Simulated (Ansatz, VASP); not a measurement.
# GeSb4Te4 in VASP and in Ansatz

Contents of INCAR:

```
SYSTEM = GeSb4Te4
ALGO     = Normal         ! electronic algorithm
EDIFF    = 1E-7           ! SCF threshold, eV
ENCUT    = 520            ! plane-wave cutoff, eV
GGA      = PE             ! functional
ISIF     = 2              ! what is computed and relaxed
ISMEAR   = 0              ! smearing method
LASPH    = .TRUE.         ! aspherical terms in the spheres
LCHARG   = .FALSE.        ! write CHGCAR
LREAL    = .FALSE.        ! projectors in reciprocal space
LWAVE    = .FALSE.        ! write WAVECAR
NBANDS   = 39             ! bands
NELM     = 100            ! most SCF steps
PREC     = Accurate       ! precision mode
SIGMA    = 0.03           ! smearing width, eV
```

Contents of KPOINTS:

```
k-points
0
G
  9 9 2
  0 0 0
```

Contents of POSCAR:

```
GeSb4Te4
1.0
   -4.3299846501      0.0000000000      0.0000000000
   -2.1649923251     -3.7498767050      0.0000000000
    0.0000000000      0.0000000000     18.1486093019
Ge Sb Te
1 4 4
Direct
    0.0000000000      0.0000000000      0.3704547055
    0.3333333333      0.3333333333      0.8995637972
    0.6666666667      0.6666666667      0.8137952934
    0.6666666667      0.6666666667      0.1669874553
    0.3333333333      0.3333333333      0.5739219556
    0.3333333333      0.3333333333      0.2776037309
    0.6666666667      0.6666666667      0.4633056801
    1.0000000000      1.0000000000      0.0728527342
    0.0000000000      0.0000000000      0.6680566767
```

Input for Ansatz:

```yaml
crystal:
  lattice:
    - [-4.3299846501, 0.0, 0.0]
    - [-2.1649923251, -3.749876705, 0.0]
    - [0.0, 0.0, 18.1486093019]
  atoms:
    - { symbol: Ge, position: [0.0, 0.0, 0.3704547055] }
    - { symbol: Sb, position: [0.3333333333, 0.3333333333, 0.8995637972] }
    - { symbol: Sb, position: [0.6666666667, 0.6666666667, 0.8137952934] }
    - { symbol: Sb, position: [0.6666666667, 0.6666666667, 0.1669874553] }
    - { symbol: Sb, position: [0.3333333333, 0.3333333333, 0.5739219556] }
    - { symbol: Te, position: [0.3333333333, 0.3333333333, 0.2776037309] }
    - { symbol: Te, position: [0.6666666667, 0.6666666667, 0.4633056801] }
    - { symbol: Te, position: [1.0, 1.0, 0.0728527342] }
    - { symbol: Te, position: [0.0, 0.0, 0.6680566767] }
basis:
  ecutwfc: 420
kpoints:
  mp_grid: { grid: [9, 9, 2] }
hamiltonian:
  xc: pbe
scf:
  occupations: { method: gaussian, width: 0.03 }
output:
  forces: true
  stress: true
  eigenvalues: true
```

Alike in both runs: task single point; functional PBE; k mesh 9 × 9 × 2; occupations gaussian, width 0.03 eV; no spin polarisation.

|  | VASP | Ansatz |
| --- | --- | --- |
| version | VASP 6.6.1 | Ansatz 0.2.0 |
| potentials or method | VASP PAW PBE potentials, release 64 (Ge_d, Sb, Te), cutoff 520 eV | scalar-relativistic, plane waves, PAW |
| valence electrons in the cell | 58 | 138 |

Ansatz gave:

* gap on the k mesh at the Fermi level (eV): 0.16
* least direct gap on the mesh (eV): 0.18
* pressure (GPa): -0.3
* traceless stress, the component that is largest in VASP (GPa): 0.05
* rms of the force components (eV/Å): 0.017

Q: Which values does VASP return?

A: gap on the k mesh at the Fermi level (eV): 0.15; least direct gap on the mesh (eV): 0.19; pressure (GPa): -0.3; traceless stress, the component that is largest in VASP (GPa): 0.06; rms of the force components (eV/Å): 0.024.

Atom by atom the forces differ by 0.017 eV/Å (rms over components). VASP's potentials hold 58 valence electrons a cell and Ansatz's 138, so a difference there can come from the potentials and not from the codes.

Spin-orbit coupling is off throughout.
